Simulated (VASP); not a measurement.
Write the native input for VASP 6.6.1 that does the following.

- Task: single point
- Functional: PBE
- Potentials or basis: VASP PAW PBE potentials, release 64 (Si, C)
- Cutoff: 520 eV
- k mesh: 6 × 6 × 4
- Occupations: gaussian, width 0.1 eV
- Spin: no spin polarisation
- Dipole correction: no
- Further INCAR settings: ALGO = Normal; EDIFF = 1e-06; NBANDS = 16

The structure of SiC lies in POSCAR:

```
SiC
1.0
    3.1344307577      0.0000000000      0.0000000000
    0.0000000000      3.1344307577      0.0000000000
    0.0000000000      0.0000000000      4.4493597590
Si C
2 2
Direct
    0.0000000000      0.5000000000      0.2856531756
    0.5000000000      0.0000000000      0.7143468244
    0.0000000000      0.0000000000      0.0000000000
    0.5000000000      0.5000000000      0.0000000000
```

These files were run (other wordings do the same):

INCAR

```
PREC     = Accurate       # precision mode
ENCUT    = 520            # plane-wave cutoff, eV
EDIFF    = 1E-6           # SCF threshold, eV
ISMEAR   = 0              # smearing method
SIGMA    = 0.1            # smearing width, eV
LREAL    = F              # projectors in reciprocal space
LASPH    = T              # aspherical terms in the spheres
NELM     = 60             # most SCF steps
ALGO     = Normal         # electronic algorithm
ISIF     = 2              # what is computed and relaxed
LWAVE    = F              # write WAVECAR
LCHARG   = T              # write CHGCAR
GGA      = PE             # functional
LELF     = T              # ELF
LVHAR    = T            
NBANDS   = 16             # bands
```

KPOINTS

```
Automatic mesh
0
Gamma
  6 6 4
```

Potentials or basis: VASP PAW PBE potentials, release 64 (Si, C).

Launch:

```bash
$ cat potpaw_PBE.64/Si/POTCAR potpaw_PBE.64/C/POTCAR > POTCAR
$ mpirun -np 1 vasp_std > vasp.out
```

Results of the run:

* Pressure: 0.0 GPa
* Largest force: 0.015 eV/Å
* Band gap on the k mesh: zero (band 8 reaches 11.27 eV, above the bottom of band 9 at 8.03 eV)

Wall time 7 s on 1 thread of Intel(R) Xeon(R) 6975P-C (Granite Rapids) (shared host), peak memory 0.15 GiB.
